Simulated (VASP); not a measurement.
# Hf (Fm-3m) in VASP: further runs, part 2 of 2

VASP 6.6.1. The steps go on from the part before.

## Step 4: Relaxation of cell and atoms, r2SCAN

The input, POSCAR:

```
Hf
1.0
    0.0000000000      2.2352673600      2.2352673600
    2.2352673600      0.0000000000      2.2352673600
    2.2352673600      2.2352673600      0.0000000000
Hf
1
Direct
    0.0000000000      0.0000000000      0.0000000000
```

The input, INCAR.step1:

```
SYSTEM = Hf
PREC = Accurate
ENCUT = 550
ISMEAR = 0
SIGMA = 0.1
LREAL = .False.
LASPH = .True.
NELM = 120
GGA = PE
ALGO = Normal
EDIFF = 1E-5
LWAVE = .True.
LCHARG = .False.
GGA_COMPAT = .False.
IBRION = 2
ISIF = 3
EDIFFG = -0.005
NELMIN = 4
NSW = 100
```

The input, INCAR.step2:

```
SYSTEM = Hf
PREC = Accurate
ENCUT = 550
EDIFF = 1E-7
ISMEAR = 0
SIGMA = 0.1
LREAL = .False.
LASPH = .True.
NELM = 120
ALGO = Normal
ISIF = 3
LWAVE = .False.
LCHARG = .False.
METAGGA = R2SCAN
LMIXTAU = .True.
IBRION = 2
NSW = 100
EDIFFG = -0.002
ISTART = 1
GGA_COMPAT = .False.
NELMIN = 4
```

The input, KPOINTS:

```
Automatic mesh
0
Gamma
  16 16 16
  0 0 0
```

Potentials or basis: VASP PAW PBE potentials, release 64 (Hf_pv).

Run with:

```console
cat potpaw_PBE.64/Hf_pv/POTCAR > POTCAR
cp INCAR.step1 INCAR
mpirun -np 1 vasp_std > vasp.out
cp INCAR.step2 INCAR
mpirun -np 1 vasp_std > vasp.out
```

OUTCAR:

```text
SYSTEM = Hf
   PREC = Accurate
   ENCUT = 550
   EDIFF = 1E-7
   ISMEAR = 0
   LREAL = .False.
   LASPH = .True.
   NELM = 120
   ISIF = 3
   METAGGA = R2SCAN
   IBRION = 2
   NSW = 100
   EDIFFG = -0.002
   ISTART = 1
   NELMIN = 4

 ion  position               nearest neighbor table
   1  0.000  0.000  0.000-

  LATTYP: Found a face centered cubic cell.
 ALAT       =     4.4705347200

  Lattice vectors:

 A1 = (   0.0000000000,   2.2352673600,   2.2352673600)
 A2 = (   2.2352673600,   0.0000000000,   2.2352673600)
 A3 = (   2.2352673600,   2.2352673600,   0.0000000000)

Analysis of symmetry for initial positions (statically):
=====================================================================
 Subroutine PRICEL returns:
 Original cell was already a primitive cell.

 Routine SETGRP: Setting up the symmetry group for a
 face centered cubic supercell.

 Subroutine GETGRP returns: Found 48 space group operations
 (whereof 48 operations were pure point group operations)
 out of a pool of 48 trial point group operations.

The static configuration has the point symmetry O_h .

Analysis of symmetry for dynamics (positions and initial velocities):
=====================================================================
 Subroutine PRICEL returns:
 Original cell was already a primitive cell.

 Routine SETGRP: Setting up the symmetry group for a
 face centered cubic supercell.

 Subroutine GETGRP returns: Found 48 space group operations
 (whereof 48 operations were pure point group operations)
 out of a pool of 48 trial point group operations.

The dynamic configuration has the point symmetry O_h .

 Subroutine INISYM returns: Found 48 space group operations
 (whereof 48 operations are pure point group operations),
 and found     1 'primitive' translations

----------------------------------------------------------------------------------------

                                     Primitive cell

  volume of cell :      22.3367

  direct lattice vectors                    reciprocal lattice vectors
     0.000000000  2.235267360  2.235267360    -0.223686888  0.223686888  0.223686888
     2.235267360  0.000000000  2.235267360     0.223686888 -0.223686888  0.223686888
     2.235267360  2.235267360  0.000000000     0.223686888  0.223686888 -0.223686888

  length of vectors
     3.161145416  3.161145416  3.161145416     0.387437055  0.387437055  0.387437055

  position of ions in fractional coordinates (direct lattice)
     0.000000000  0.000000000  0.000000000

  ion indices of the primitive-cell ions
   primitive index   ion index
                 1           1

----------------------------------------------------------------------------------------

 KPOINTS: Automatic mesh

Automatic generation of k-mesh.
 Grid dimensions read from file:
 generate k-points for:   16   16   16

 Generating k-lattice:

  Cartesian coordinates                     Fractional coordinates (reciprocal lattice)
    -0.013980431  0.013980431  0.013980431     0.062500000  0.000000000  0.000000000
     0.013980431 -0.013980431  0.013980431     0.000000000  0.062500000  0.000000000
     0.013980431  0.013980431 -0.013980431     0.000000000  0.000000000  0.062500000

  Length of vectors
     0.024214816  0.024214816  0.024214816
[... 37 lines left out ...]
   number of dos      NEDOS =    301   number of ions     NIONS =      1
   total plane-waves  NPLWV =  13824
   dimension x,y,z NGX =    24 NGY =   24 NGZ =   24
   dimension x,y,z NGXF=    48 NGYF=   48 NGZF=   48
   ions per type =               1
   NGX,Y,Z   is equivalent  to a cutoff of  12.62, 12.62, 12.62 a.u.
   NGXF,Y,Z  is equivalent  to a cutoff of  25.24, 25.24, 25.24 a.u.
 SYSTEM =  Hf
   PREC   = accura    normal or accurate (medium, high low for compatibility)
   ISTART =      1    job   : 0-new  1-cont  2-samecut
   ICHARG =      0    charge: 1-file 2-atom 10-const
   ISPIN  =      1    spin polarized calculation?
   LNONCOLLINEAR =      F non collinear calculations
   LSORBIT =      F    spin-orbit coupling
   LASPH  =      T    aspherical Exc in radial PAW
   ENCUT  =  550.0 eV  40.42 Ry    6.36 a.u.   6.04  6.04  6.04*2*pi/ulx,y,z
   NELM   =    120;   NELMIN=  4; NELMDL=  0     # of ELM steps
   EDIFF  = 0.1E-06   stopping-criterion for ELM
   LREAL  =      F    real-space projection
   EDIFFG = -.2E-02   stopping-criterion for IOM
   NSW    =    100    number of steps for IOM
   IBRION =      2    ionic relax: 0-MD 1-quasi-New 2-CG
   NFREE  =      1    steps in history (QN), initial steepest desc. (CG)
   ISIF   =      3    stress and relaxation
   ISYM   =      2    0-nonsym 1-usesym 2-fastsym
   POTIM  = 0.5000    time-step for ionic-motion
   TEBEG  =    0.0;   TEEND  =   0.0 temperature during run
   PSTRESS=    0.0 pullay stress
   NELECT =      10.0000    total number of electrons
   NUPDOWN=      -1.0000    fix difference up-down
   EMIN   =  10.00;   EMAX   =-10.00  energy-range for DOS
   EFERMI =   0.00;   METHOD = LEGACY
   ISMEAR =     0;   SIGMA  =   0.10  broadening in eV -4-tet -1-fermi 0-gaus
   EFERMI_NEDOS =   21; number of points for ismear=-14 and -15
   IALGO  =     38    algorithm
   IMIX   =      4    mixing-type and parameters
     AMIX     =   0.40;   BMIX     =  1.00
     AMIX_MAG =   1.60;   BMIX_MAG =  1.00
  volume/ion in A,a.u.               =      22.34       150.74
  Fermi-wavevector in a.u.,A,eV,Ry     =   1.252378  2.366651 21.340059  1.568450
  Thomas-Fermi vector in A             =   2.386281
   LORBIT       =      0    0 simple, 1 ext, 2 COOP (PROOUT), +10 PAW based schemes
   METAGGA = R2SCAN    functional components
   LHFCALC =     F    Hartree Fock is set to
   AEXX    =    0.0000 exact exchange contribution
   IVDW    =     0    specifies the selected vdW correction
   LEPSILON=     F    determine dielectric tensor
   LRPA    =     F    only Hartree local field effects (RPA)
 conjugate gradient relaxation of ions
 non-spin polarized calculation
 Gauss-broadening in eV      SIGMA  =   0.10
  energy-cutoff  :      550.00
  volume of cell :       22.34
 maximum number of plane-waves:       666
   NGX = 13   NGY = 13   NGZ = 13

--------------------------------------- Ionic step        1  -------------------------------------------

 number of electron       9.9999999 magnetization

 Free energy of the ion-electron system (eV)
  ---------------------------------------------------
  ext. energy  EPLUGINS =         0.00000000
  ---------------------------------------------------
  free energy    TOTEN  =       -45.06769041 eV

  energy without entropy =      -45.05972237  energy(sigma->0) =      -45.06370639

------------------------ aborting loop because EDIFF is reached ----------------------------------------

  FORCE on cell =-STRESS in cart. coord.  units (eV):
  Direction    XX          YY          ZZ          XY          YZ          ZX
  --------------------------------------------------------------------------------------
  -------------------------------------------------------------------------------------
  Total        0.0128549      0.0128549      0.0128549      0.0000000      0.0000000     -0.0000000
  in kB        0.9220648      0.9220648      0.9220648      0.0000000      0.0000000     -0.0000000
  external PRESSURE =       0.9220648 kB  Pullay stress =       0.0000000 kB
[... 57 lines left out ...]
--------------------------------------- Ionic step        3  -------------------------------------------

 number of electron       9.9999999 magnetization

 Free energy of the ion-electron system (eV)
  ---------------------------------------------------
  ext. energy  EPLUGINS =         0.00000000
  ---------------------------------------------------
  free energy    TOTEN  =       -45.06769615 eV

  energy without entropy =      -45.05974160  energy(sigma->0) =      -45.06371888

 E-fermi :   4.6115     XC(G=0): -12.1760

 val. band max:        4.6048762075   @ k =   0.3750   0.0000   0.0000
 cond. band min:       4.6115000729   @ k =  -0.2500   0.0625   0.0000
 fundamental gap:      0.0066238654
 Fermi energy:         4.6114818208

 k-point     1 :       0.0000    0.0000    0.0000
  band No.  band energies     occupation
      1     -26.5045      2.00000
      2     -26.5045      2.00000
      3     -26.5045      2.00000
      4      -2.9460      2.00000
      5       6.2143      0.00000
      6       6.2143      0.00000
      7       6.2143      0.00000
      8       9.2120      0.00000
      9       9.2120      0.00000
[... 265 lines left out ...]
 k-point    24 :      -0.0625    0.0625    0.0000
  band No.  band energies     occupation
      1     -26.5867      2.00000
      2     -26.5281      2.00000
      3     -26.5102      2.00000
      4      -2.5719      2.00000
      5       5.8159      0.00000
      6       6.3881      0.00000
      7       6.3986      0.00000
      8       8.8513      0.00000
      9       9.1955      0.00000

 [... further k-points ...]
[... 5 lines left out ...]
  --------------------------------------------------------------------------------------
  -------------------------------------------------------------------------------------
  Total       -0.0006084     -0.0006084     -0.0006084      0.0000000      0.0000000     -0.0000000
  in kB       -0.0436026     -0.0436026     -0.0436026      0.0000000      0.0000000     -0.0000000
  external PRESSURE =      -0.0436026 kB  Pullay stress =       0.0000000 kB
[... 16 lines left out ...]
  FREE ENERGIE OF THE ION-ELECTRON SYSTEM (eV)
  ---------------------------------------------------
  free  energy   TOTEN  =       -45.0676961534 eV

  energy  without entropy=      -45.0597415975  energy(sigma->0) =      -45.06371888

 reached required accuracy - stopping structural energy minimisation
```

It took 4.3 min on 1 thread of Intel Xeon 8259CL, shared host; peak memory 0.17 GiB.

What came out:

```
Free energy                           : -45.0677 eV
Relaxed volume                        : 22.36 Å³/atom
Relaxed cell                          : a = 3.162 Å, b = 3.162 Å, c = 3.162 Å, α = 60.00°, β = 60.00°, γ = 60.00°
Space group after relaxing (to 0.1 Å) : Fm-3m (No. 225)
Energy gained by relaxing             : 0.0 meV/atom
Ionic steps                           : 3
Pressure after relaxing               : 0.0 GPa
Band gap on the k mesh                : zero (bands 5 and 6 overlap by 2.04 eV)
```

Final structure:
```cif
data_structure
_symmetry_space_group_name_H-M 'P 1'
_symmetry_Int_Tables_number 1
_cell_length_a 3.1621
_cell_length_b 3.1621
_cell_length_c 3.1621
_cell_angle_alpha 60.000
_cell_angle_beta 60.000
_cell_angle_gamma 60.000
_cell_volume 22.36
loop_
_atom_site_label
_atom_site_type_symbol
_atom_site_fract_x
_atom_site_fract_y
_atom_site_fract_z
_atom_site_occupancy
Hf1 Hf 0.00000 0.00000 0.00000 1
```

Levels at points of the mesh, in eV from the Fermi level:
```csv
k point,band 2,band 3,band 4,band 5,band 6,band 7,band 8,band 9
"(0.00, 0.00, 0.00)",-31.12,-31.12,-7.56,1.60,1.60,1.60,4.60,4.60
"(0.50, 0.00, 0.00)",-31.23,-31.23,-3.74,0.37,1.41,1.41,6.69,6.69
"(0.50, 0.50, 0.00)",-31.42,-31.42,-3.32,-2.17,2.44,6.76,7.27,7.27
```

Caveat: the PAW data sets were made with another functional, which shifts forces and pressure a little; spin-orbit coupling is left out, which moves the levels of the heavy elements.

## Step 5: Overview

| task | cell | k mesh | gap on the mesh (eV) | pressure (GPa) |
| --- | --- | --- | --- | --- |
| single point | a = 3.161 Å, angles 60.0°, 1 atom | 8 × 8 × 8 | none | 0.2 |
| single point | a = 3.167 Å, angles 60.0°, 1 atom | 16 × 16 × 16 | none | -0.5 |
| relaxation of cell and atoms | relaxed from a = 3.161 Å, angles 60.0°, 1 atom | 16 × 16 × 16 | none | 0.0 |

Alike in all rows: level r2SCAN; potentials or basis VASP PAW PBE potentials, release 64 (Hf_pv); no spin polarisation; cutoff (eV) 550; smearing gaussian 0.1 eV.

Caveats: the PAW data sets were made with another functional, which shifts forces and pressure a little; spin-orbit coupling is left out, which moves the levels of the heavy elements.

Absolute energies hang on the potentials; compare differences alone.

The gap in the log of VASP goes by the Fermi energy; the results here count the filled bands.